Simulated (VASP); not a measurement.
Here is a VASP 6.6.1 calculation.

The input INCAR:

```
SYSTEM = Sr2O5
  PREC = Accurate
  ENCUT = 520
  EDIFF = 1E-7
  ISMEAR = -1
  SIGMA = 0.06122561905347299
  LREAL = .FALSE.
  LASPH = .TRUE.
  NELM = 80
  ALGO = Normal
  ISIF = 2
  LWAVE = .FALSE.
  LCHARG = .TRUE.
  GGA = PE
  LELF = .TRUE.
  LVHAR = .TRUE.
  NBANDS = 63
```

KPOINTS

```
regular mesh
0
G
  7 7 7
  0 0 0
```

Contents of POSCAR:

```
Sr2O5
1.0
    5.7654796943      0.0000000000      0.0000000000
    0.0000000000      5.7654796943      0.0000000000
    0.0000000000      0.0000000000      5.7654796943
Sr O
4 10
Direct
    0.0000000000      0.0000000000      0.0000000000
    0.5000000000      0.5000000000      0.0000000000
    0.5000000000      0.0000000000      0.5000000000
    0.0000000000      0.5000000000      0.5000000000
    0.5000000000      0.0000000000      0.0000000000
    0.0000000000      0.5000000000      0.0000000000
    0.0000000000      0.0000000000      0.5000000000
    0.5000000000      0.5000000000      0.5000000000
    0.7500000000      0.7500000000      0.2500000000
    0.7500000000      0.2500000000      0.7500000000
    0.2500000000      0.7500000000      0.7500000000
    0.7500000000      0.2500000000      0.2500000000
    0.2500000000      0.7500000000      0.2500000000
    0.2500000000      0.2500000000      0.7500000000
```

Potentials or basis: VASP PAW PBE potentials, release 64 (Sr_sv, O).

Launch:

```bash
$ cat potpaw_PBE.64/Sr_sv/POTCAR potpaw_PBE.64/O/POTCAR > POTCAR
$ mpirun -np 1 vasp_std > vasp.out
```

Predict the pressure.

2.0 GPa.

What does it give for the band gap on the k mesh?

Zero (bands 50 and 51 overlap by 0.18 eV).

Caveat: semilocal functionals underestimate gaps, and a narrow one can read as zero.
